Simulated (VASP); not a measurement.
# TiPt3 (Pm-3m) in VASP: a series of runs, part 2 of 2

VASP 6.6.1.

### Step 4. Relaxation of cell and atoms, PBE

Contents of INCAR:

```
SYSTEM = TiPt3
ALGO     = Normal         ! electronic algorithm
EDIFF    = 1E-7           ! SCF threshold, eV
EDIFFG   = -0.04          ! ionic threshold
ENCUT    = 500            ! plane-wave cutoff, eV
GGA      = PE             ! functional
GGA_COMPAT= .FALSE.      
IBRION   = 2              ! ionic algorithm
ISIF     = 3              ! what is computed and relaxed
ISMEAR   = 0              ! smearing method
LASPH    = .TRUE.         ! aspherical terms in the spheres
LCHARG   = .FALSE.        ! write CHGCAR
LREAL    = .FALSE.        ! projectors in reciprocal space
LWAVE    = .FALSE.        ! write WAVECAR
NELM     = 120            ! most SCF steps
NELMIN   = 4            
NSW      = 90             ! ionic steps
PREC     = Accurate       ! precision mode
SIGMA    = 0.1            ! smearing width, eV
```

Contents of KPOINTS:

```
k-points
0
G
  4 4 4
  0 0 0
```

Contents of POSCAR:

```
TiPt3
1.0
    3.9245255000      0.0000000000      0.0000000000
    0.0000000000      3.9245255000      0.0000000000
    0.0000000000      0.0000000000      3.9245255000
Ti Pt
1 3
Direct
    0.0000000000      0.0000000000      0.0000000000
    0.5000000000      0.5000000000      0.0000000000
    0.5000000000      0.0000000000      0.5000000000
    0.0000000000      0.5000000000      0.5000000000
```

Potentials or basis: VASP PAW PBE potentials, release 64 (Ti_sv, Pt).

Run with:

```sh
$ cat potpaw_PBE.64/Ti_sv/POTCAR potpaw_PBE.64/Pt/POTCAR > POTCAR
$ mpirun -np 1 vasp_std > vasp.out
```

OUTCAR:

```text
SYSTEM = TiPt3
   EDIFF = 1E-7
   EDIFFG = -0.04
   ENCUT = 500
   GGA = PE
   IBRION = 2
   ISIF = 3
   ISMEAR = 0
   LASPH = .TRUE.
   LREAL = .FALSE.
   NELM = 120
   NELMIN = 4
   NSW = 90
   PREC = Accurate

 ion  position               nearest neighbor table
   1  0.000  0.000  0.000-   2 2.78   3 2.78   4 2.78   3 2.78   4 2.78   2 2.78   4 2.78   4 2.78
                             2 2.78   3 2.78   3 2.78   2 2.78
   2  0.500  0.500  0.000-   1 2.78   3 2.78   4 2.78   3 2.78   4 2.78   1 2.78   3 2.78   3 2.78
                             1 2.78   4 2.78   4 2.78   1 2.78
   3  0.500  0.000  0.500-   1 2.78   2 2.78   4 2.78   1 2.78   2 2.78   2 2.78   4 2.78   2 2.78
                             1 2.78   4 2.78   1 2.78   4 2.78
   4  0.000  0.500  0.500-   1 2.78   2 2.78   3 2.78   1 2.78   2 2.78   1 2.78   3 2.78   1 2.78
                             2 2.78   3 2.78   2 2.78   3 2.78

  LATTYP: Found a simple cubic cell.
 ALAT       =     3.9245255000

  Lattice vectors:

 A1 = (   3.9245255000,   0.0000000000,   0.0000000000)
 A2 = (   0.0000000000,   3.9245255000,   0.0000000000)
 A3 = (   0.0000000000,   0.0000000000,   3.9245255000)

Analysis of symmetry for initial positions (statically):
=====================================================================
 Subroutine PRICEL returns:
 Original cell was already a primitive cell.

 Routine SETGRP: Setting up the symmetry group for a
 simple cubic supercell.

 Subroutine GETGRP returns: Found 48 space group operations
 (whereof 48 operations were pure point group operations)
 out of a pool of 48 trial point group operations.

The static configuration has the point symmetry O_h .

Analysis of symmetry for dynamics (positions and initial velocities):
=====================================================================
 Subroutine PRICEL returns:
 Original cell was already a primitive cell.

 Routine SETGRP: Setting up the symmetry group for a
 simple cubic supercell.

 Subroutine GETGRP returns: Found 48 space group operations
 (whereof 48 operations were pure point group operations)
 out of a pool of 48 trial point group operations.

The dynamic configuration has the point symmetry O_h .

 Subroutine INISYM returns: Found 48 space group operations
 (whereof 48 operations are pure point group operations),
 and found     1 'primitive' translations

----------------------------------------------------------------------------------------

                                     Primitive cell

  volume of cell :      60.4452

  direct lattice vectors                    reciprocal lattice vectors
     3.924525500  0.000000000  0.000000000     0.254807874  0.000000000  0.000000000
     0.000000000  3.924525500  0.000000000     0.000000000  0.254807874  0.000000000
     0.000000000  0.000000000  3.924525500     0.000000000  0.000000000  0.254807874

  length of vectors
     3.924525500  3.924525500  3.924525500     0.254807874  0.254807874  0.254807874

  position of ions in fractional coordinates (direct lattice)
     0.000000000  0.000000000  0.000000000
     0.500000000  0.500000000  0.000000000
     0.500000000  0.000000000  0.500000000
     0.000000000  0.500000000  0.500000000

  ion indices of the primitive-cell ions
   primitive index   ion index
                 1           1
                 2           2
                 3           3
                 4           4

----------------------------------------------------------------------------------------

 KPOINTS: k-points

Automatic generation of k-mesh.
 Grid dimensions read from file:
 generate k-points for:    4    4    4

 Generating k-lattice:

  Cartesian coordinates                     Fractional coordinates (reciprocal lattice)
     0.063701969  0.000000000  0.000000000     0.250000000  0.000000000  0.000000000
     0.000000000  0.063701969  0.000000000     0.000000000  0.250000000  0.000000000
     0.000000000  0.000000000  0.063701969     0.000000000  0.000000000  0.250000000

  Length of vectors
     0.063701969  0.063701969  0.063701969

  Shift w.r.t. Gamma in fractional coordinates (k-lattice)
     0.000000000  0.000000000  0.000000000

 Subroutine IBZKPT returns following result:
 ===========================================

 Found     10 irreducible k-points:

 Following reciprocal coordinates:
            Coordinates               Weight
  0.000000  0.000000  0.000000      1.000000
  0.250000  0.000000  0.000000      6.000000
  0.500000  0.000000  0.000000      3.000000
  0.250000  0.250000  0.000000     12.000000
  0.500000  0.250000  0.000000     12.000000
  0.500000  0.500000  0.000000      3.000000
  0.250000  0.250000  0.250000      8.000000
  0.500000  0.250000  0.250000     12.000000
  0.500000  0.500000  0.250000      6.000000
  0.500000  0.500000  0.500000      1.000000
   k-points           NKPTS =     10   k-points in BZ     NKDIM =     10   number of bands    NBANDS=     25
   number of dos      NEDOS =    301   number of ions     NIONS =      4
   total plane-waves  NPLWV =  27000
   dimension x,y,z NGX =    30 NGY =   30 NGZ =   30
   dimension x,y,z NGXF=    60 NGYF=   60 NGZF=   60
   ions per type =               1   3
   NGX,Y,Z   is equivalent  to a cutoff of  12.71, 12.71, 12.71 a.u.
   NGXF,Y,Z  is equivalent  to a cutoff of  25.42, 25.42, 25.42 a.u.
 SYSTEM =  TiPt3
   PREC   = accura    normal or accurate (medium, high low for compatibility)
   ISTART =      0    job   : 0-new  1-cont  2-samecut
   ICHARG =      2    charge: 1-file 2-atom 10-const
   ISPIN  =      1    spin polarized calculation?
   LNONCOLLINEAR =      F non collinear calculations
   LSORBIT =      F    spin-orbit coupling
   LASPH  =      T    aspherical Exc in radial PAW
   ENCUT  =  500.0 eV  36.75 Ry    6.06 a.u.   7.16  7.16  7.16*2*pi/ulx,y,z
   NELM   =    120;   NELMIN=  4; NELMDL= -5     # of ELM steps
   EDIFF  = 0.1E-06   stopping-criterion for ELM
   LREAL  =      F    real-space projection
   EDIFFG = -.4E-01   stopping-criterion for IOM
   NSW    =     90    number of steps for IOM
   IBRION =      2    ionic relax: 0-MD 1-quasi-New 2-CG
   NFREE  =      1    steps in history (QN), initial steepest desc. (CG)
   ISIF   =      3    stress and relaxation
   ISYM   =      2    0-nonsym 1-usesym 2-fastsym
   POTIM  = 0.5000    time-step for ionic-motion
   TEBEG  =    0.0;   TEEND  =   0.0 temperature during run
   PSTRESS=    0.0 pullay stress
   NELECT =      42.0000    total number of electrons
   NUPDOWN=      -1.0000    fix difference up-down
   EMIN   =  10.00;   EMAX   =-10.00  energy-range for DOS
   EFERMI =   0.00;   METHOD = LEGACY
   ISMEAR =     0;   SIGMA  =   0.10  broadening in eV -4-tet -1-fermi 0-gaus
   EFERMI_NEDOS =   21; number of points for ismear=-14 and -15
   IALGO  =     38    algorithm
   IMIX   =      4    mixing-type and parameters
     AMIX     =   0.40;   BMIX     =  1.00
     AMIX_MAG =   1.60;   BMIX_MAG =  1.00
  volume/ion in A,a.u.               =      15.11       101.98
  Fermi-wavevector in a.u.,A,eV,Ry     =   1.450009  2.740120 28.606614  2.102527
  Thomas-Fermi vector in A             =   2.567670
   LORBIT       =      0    0 simple, 1 ext, 2 COOP (PROOUT), +10 PAW based schemes
   GGA     = PE    functional components
   LHFCALC =     F    Hartree Fock is set to
   AEXX    =    0.0000 exact exchange contribution
   IVDW    =     0    specifies the selected vdW correction
   LEPSILON=     F    determine dielectric tensor
   LRPA    =     F    only Hartree local field effects (RPA)
 conjugate gradient relaxation of ions
 non-spin polarized calculation
 Gauss-broadening in eV      SIGMA  =   0.10
  energy-cutoff  :      500.00
  volume of cell :       60.45
 maximum number of plane-waves:      1568
 NGX is ok and might be reduce to    30
   NGX = 15   NGY = 15   NGZ = 15

--------------------------------------- Ionic step        1  -------------------------------------------

 number of electron      42.0000003 magnetization

 Free energy of the ion-electron system (eV)
  ---------------------------------------------------
  ext. energy  EPLUGINS =         0.00000000
  ---------------------------------------------------
  free energy    TOTEN  =       -29.55157860 eV

  energy without entropy =      -29.54090314  energy(sigma->0) =      -29.54624087

------------------------ aborting loop because EDIFF is reached ----------------------------------------

  FORCE on cell =-STRESS in cart. coord.  units (eV):
  Direction    XX          YY          ZZ          XY          YZ          ZX
  --------------------------------------------------------------------------------------
  -------------------------------------------------------------------------------------
  Total        1.4186787      1.4186787      1.4186787     -0.0000000     -0.0000000      0.0000000
  in kB       37.6039243     37.6039243     37.6039243     -0.0000000     -0.0000000      0.0000000
  external PRESSURE =      37.6039243 kB  Pullay stress =       0.0000000 kB
[... 61 lines left out ...]
  energy  without entropy=      -29.4937409521  energy(sigma->0) =      -29.49982533

--------------------------------------- Ionic step        3  -------------------------------------------

 number of electron      42.0000003 magnetization

 Free energy of the ion-electron system (eV)
  ---------------------------------------------------
  ext. energy  EPLUGINS =         0.00000000
  ---------------------------------------------------
  free energy    TOTEN  =       -29.56217630 eV

  energy without entropy =      -29.55125410  energy(sigma->0) =      -29.55671520

 E-fermi :  11.1936     XC(G=0): -13.0746

 val. band max:       11.0386672828   @ k =   0.5000   0.0000   0.0000
 cond. band min:      11.2055843901   @ k =   0.0000   0.0000   0.0000
 fundamental gap:      0.1669171073
 Fermi energy:        11.1936025670

 k-point     1 :       0.0000    0.0000    0.0000
  band No.  band energies     occupation
      1     -47.0036      2.00000
      2     -23.2106      2.00000
      3     -23.2106      2.00000
      4     -23.2106      2.00000
      5       1.3492      2.00000
      6       4.1604      2.00000
[... 300 lines left out ...]
  FREE ENERGIE OF THE ION-ELECTRON SYSTEM (eV)
  ---------------------------------------------------
  free  energy   TOTEN  =       -29.5621763043 eV

  energy  without entropy=      -29.5512540984  energy(sigma->0) =      -29.55671520

 reached required accuracy - stopping structural energy minimisation
```

Run time: 54 s. Hardware: 1 thread of Intel Xeon Platinum 8488C (Sapphire Rapids), shared host; peak memory 0.17 GiB.

What came out:

- Free energy: -29.5622 eV
- Relaxed volume: 15.34 Å³/atom
- Relaxed cell: a = 3.945 Å, b = 3.945 Å, c = 3.945 Å, α = 90.00°, β = 90.00°, γ = 90.00°
- Space group after relaxing (to 0.05 Å): Pm-3m (No. 221)
- Energy gained by relaxing: 2.6 meV/atom
- Ionic steps: 3
- Pressure after relaxing: 0.0 GPa
- Band gap on the k mesh: zero (band 21 reaches 12.54 eV, above the bottom of band 22 at 10.74 eV)

Step by step:
| step | energy change (eV) | largest force (eV/Å) | pressure (GPa) | volume (Å³) |
| --- | --- | --- | --- | --- |
| 1 | 0.0000 | 0.0000 | 3.76 | 60.45 |
| 2 | 0.0457 | 0.0000 | -7.76 | 63.60 |
| 3 | -0.0106 | 0.0000 | -0.03 | 61.38 |

Final structure:
```yaml
crystal:
  lattice:
    - [3.94460, 0.00000, 0.00000]
    - [0.00000, 3.94460, 0.00000]
    - [0.00000, 0.00000, 3.94460]
  atoms:
    - { symbol: Ti, position: [0.00000, 0.00000, 0.00000] }
    - { symbol: Pt, position: [0.50000, 0.50000, 0.00000] }
    - { symbol: Pt, position: [0.50000, 0.00000, 0.50000] }
    - { symbol: Pt, position: [0.00000, 0.50000, 0.50000] }
```

Levels at points of the mesh, in eV from the Fermi level:
```tsv
k point	band 19	band 20	band 21	band 22	band 23	band 24
(0.00, 0.00, 0.00)	0.01	0.01	1.34	1.34	1.63	1.63
(0.50, 0.00, 0.00)	-2.48	-1.32	-0.15	-0.15	0.02	0.49
(0.50, 0.50, 0.00)	-2.28	-2.19	-2.15	0.24	0.24	0.41
(0.50, 0.50, 0.50)	-0.58	-0.58	-0.45	-0.45	-0.45	1.15
```

Caveat: the k points lie up to 0.40 Å⁻¹ apart in the final cell; spin-orbit coupling is left out, which moves the levels of the heavy elements.

### Step 5. Single point, PBE

This run uses another cell than the first one, of 15.38 Å³/atom, 1.018 times its volume.

Contents of INCAR:

```
SYSTEM = TiPt3
PREC = Accurate
ENCUT = 500
EDIFF = 1E-6
ISMEAR = 0
SIGMA = 0.1
LREAL = .FALSE.
LASPH = .TRUE.
NELM = 120
ALGO = Normal
ISIF = 2
LWAVE = .FALSE.
LCHARG = .FALSE.
GGA = PE
NBANDS = 29
GGA_COMPAT = .FALSE.
```

Contents of KPOINTS:

```
regular mesh
0
G
  12 12 12
  0 0 0
```

Contents of POSCAR:

```
TiPt3
1.0
    3.9476363510      0.0000000000      0.0000000000
    0.0000000000      3.9476363510      0.0000000000
    0.0000000000      0.0000000000      3.9476363510
Ti Pt
1 3
Direct
    0.0000000000      0.0000000000      0.0000000000
    0.5000000000      0.5000000000      0.0000000000
    0.5000000000      0.0000000000      0.5000000000
    0.0000000000      0.5000000000      0.5000000000
```

Run with:

```sh
$ cat potpaw_PBE.64/Ti_sv/POTCAR potpaw_PBE.64/Pt/POTCAR > POTCAR
$ mpirun -np 1 vasp_std > vasp.out
```

It took 2.1 min on 1 thread of Intel Xeon Platinum 8488C (Sapphire Rapids), shared host; peak memory 0.26 GiB.

Results (log left out):

- Free energy: -29.5557 eV
- Pressure: -0.3 GPa
- Band gap on the k mesh: zero (band 21 reaches 12.48 eV, above the bottom of band 22 at 10.72 eV)

Levels at points of the mesh, in eV from the Fermi level:
| k point | band 19 | band 20 | band 21 | band 22 | band 23 | band 24 |
| --- | --- | --- | --- | --- | --- | --- |
| (0.00, 0.00, 0.00) | 0.03 | 0.03 | 1.32 | 1.32 | 1.63 | 1.63 |
| (0.50, 0.00, 0.00) | -2.46 | -1.31 | -0.17 | -0.17 | 0.03 | 0.47 |
| (0.50, 0.50, 0.00) | -2.29 | -2.18 | -2.13 | 0.22 | 0.22 | 0.38 |
| (0.50, 0.50, 0.50) | -0.59 | -0.59 | -0.44 | -0.44 | -0.44 | 1.14 |

Caveat: spin-orbit coupling is left out, which moves the levels of the heavy elements.

### Step 6. Relaxation of cell and atoms, PBE

This run uses another cell than the first one, of 15.38 Å³/atom, 1.018 times its volume.

Contents of INCAR:

```
PREC = Accurate
ENCUT = 500
EDIFF = 1E-7
ISMEAR = 0
SIGMA = 0.1
LREAL = F
LASPH = T
NELM = 120
ALGO = Normal
ISIF = 3
LWAVE = F
LCHARG = F
GGA = PE
IBRION = 2
NSW = 100
EDIFFG = -0.01
GGA_COMPAT = F
NELMIN = 4
```

Contents of KPOINTS:

```
regular mesh
0
Gamma
  12 12 12
```

POSCAR is that of step 5.

Potentials or basis: VASP PAW PBE potentials, release 64 (Ti_sv, Pt).

Run with:

```sh
$ cat potpaw_PBE.64/Ti_sv/POTCAR potpaw_PBE.64/Pt/POTCAR > POTCAR
$ mpirun -np 1 vasp_std > vasp.out
```

It took 4.7 min on 1 thread of Intel Xeon Platinum 8488C (Sapphire Rapids), shared host; peak memory 0.26 GiB.

It converged, with:

* Free energy: -29.5558 eV
* Relaxed volume: 15.36 Å³/atom
* Relaxed cell: a = 3.946 Å, b = 3.946 Å, c = 3.946 Å, α = 90.00°, β = 90.00°, γ = 90.00°
* Space group after relaxing (to 0.05 Å): Pm-3m (No. 221)
* Energy gained by relaxing: 0.0 meV/atom
* Ionic steps: 3
* Pressure after relaxing: 0.0 GPa
* Band gap on the k mesh: zero (band 21 reaches 12.51 eV, above the bottom of band 22 at 10.74 eV)

Final structure:
```xyz
4
Lattice="3.9459 0.0000 0.0000 0.0000 3.9459 0.0000 0.0000 0.0000 3.9459" Properties=species:S:1:pos:R:3 pbc="T T T"
Ti    0.0000    0.0000    0.0000
Pt    1.9730    1.9730    0.0000
Pt    1.9730    0.0000    1.9730
Pt    0.0000    1.9730    1.9730
```

Levels at points of the mesh, in eV from the Fermi level:
```
           k point  band 19  band 20  band 21  band 22  band 23  band 24
(0.00, 0.00, 0.00)     0.03     0.03     1.33     1.33     1.63     1.63
(0.50, 0.00, 0.00)    -2.47    -1.31    -0.17    -0.17     0.03     0.47
(0.50, 0.50, 0.00)    -2.29    -2.19    -2.13     0.22     0.22     0.38
(0.50, 0.50, 0.50)    -0.59    -0.59    -0.44    -0.44    -0.44     1.14
```

Caveat: spin-orbit coupling is left out, which moves the levels of the heavy elements.

### Step 7. Overview

| task | cell | k mesh | gap on the mesh (eV) | pressure (GPa) | relaxed volume (Å³/atom) |
| --- | --- | --- | --- | --- | --- |
| single point | a = 3.925 Å, 4 atoms | 4 × 4 × 4 | none | 3.8 | - |
| single point | a = 3.948 Å, 4 atoms | 4 × 4 × 4 | none | -0.6 | - |
| relaxation of cell and atoms | relaxed from a = 3.925 Å, 4 atoms | 4 × 4 × 4 | none | 0.0 | 15.34 |
| single point | a = 3.948 Å, 4 atoms | 12 × 12 × 12 | none | -0.3 | - |
| relaxation of cell and atoms | relaxed from a = 3.948 Å, 4 atoms | 12 × 12 × 12 | none | 0.0 | 15.36 |

Alike in all rows: level PBE; potentials or basis VASP PAW PBE potentials, release 64 (Ti_sv, Pt); no spin polarisation; cutoff (eV) 500; smearing gaussian 0.1 eV.

Caveats: some runs use coarse meshes; spin-orbit coupling is left out, which moves the levels of the heavy elements.

Absolute energies hang on the potentials; compare differences alone.
